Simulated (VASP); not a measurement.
A run of VASP 6.6.1 is set up as follows.

The input INCAR:

```
PREC = Accurate
ENCUT = 520
EDIFF = 1E-8
ISMEAR = -1
SIGMA = 0.05
LREAL = False
LASPH = True
NELM = 100
ALGO = Normal
ISIF = 2
LWAVE = False
LCHARG = False
GGA = PE
LEFG = True
NBANDS = 16
```

KPOINTS

```
regular mesh
0
Gamma
  13 13 13
```

The input POSCAR:

```
GaN
1.0
    0.0000000000      2.1341217709      2.1341217709
    2.1341217709      0.0000000000      2.1341217709
    2.1341217709      2.1341217709      0.0000000000
Ga N
1 1
Direct
    0.0000000000      0.0000000000      0.0000000000
    0.4718853906      0.5281146094      0.5281146094
```

Potentials or basis: VASP PAW PBE potentials, release 64 (Ga_d, N).

Command:

```sh
$ cat potpaw_PBE.64/Ga_d/POTCAR potpaw_PBE.64/N/POTCAR > POTCAR
$ mpirun -np 1 vasp_std > vasp.out
```

Q: What does it give for the pressure?

A: 2.3 GPa.

Q: Predict the largest force.

A: 0.321 eV/Å.

Forces on the atoms (eV/Å):
```
Ga   0.321  0.000  0.000
N   -0.321  0.000  0.000
```

Caveat: the cell differs from its parent crystal (atom 2 (N) moved by [0.12, 0.0, 0.0] A); without QUAD_EFG the Cq values of the log hold for a quadrupole moment of 1 mb, not for the nuclei.
